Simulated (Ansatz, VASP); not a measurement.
# Two plane-wave programs on Sn3Te2O

```xyz
12
Lattice="4.2000 0.0000 0.0000 0.0000 4.2000 0.0000 0.0000 0.0000 17.5500" Properties=species:S:1:pos:R:3 pbc="T T T"
Sn    2.1000    0.0000    7.2306
Sn    0.0000    2.1000   10.3194
Sn    0.0000    2.1000    4.1418
Sn    0.0000    2.1000   16.4093
Sn    2.1000    0.0000    1.1408
Sn    2.1000    0.0000   13.4082
Te    0.0000    2.1000    7.2306
Te    2.1000    0.0000   10.3194
Te    2.1000    0.0000    4.1418
Te    0.0000    2.1000   13.4082
O     2.1000    2.1000    0.0000
O     0.0000    0.0000    0.0000
```

Alike in both runs: task relaxation of cell and atoms; functional PBE; k mesh 3 × 3 × 1; occupations gaussian, width 0.15 eV; no spin polarisation.

```csv
,VASP,Ansatz
version,VASP 6.6.1,Ansatz 0.2.0
potentials or method,"VASP PAW PBE potentials, release 64 (Sn_d, Te, O), cutoff 600 eV","scalar-relativistic, plane waves, PAW"
valence electrons in the cell,120,160
```

Ansatz gave:

* gap on the k mesh at the Fermi level, each at its own relaxed structure (eV): 0.76
* relaxed volume (Å³/atom): 31.10
* relaxed length of the cell vector where the two differ most in proportion (Å): 19.192

Task: Estimate VASP's values.

Result: gap on the k mesh at the Fermi level, each at its own relaxed structure (eV): 0.71; relaxed volume (Å³/atom): 31.37; relaxed length of the cell vector where the two differ most in proportion (Å): 19.481.

VASP's potentials hold 120 valence electrons a cell and Ansatz's 160, so a difference there can come from the potentials and not from the codes.

The k mesh is coarse, so the values compare programs but aren't converged. Spin-orbit coupling is off throughout. Noted on VASP's run: the volume moved by over 15 % at a fixed basis, so the end points are rough.
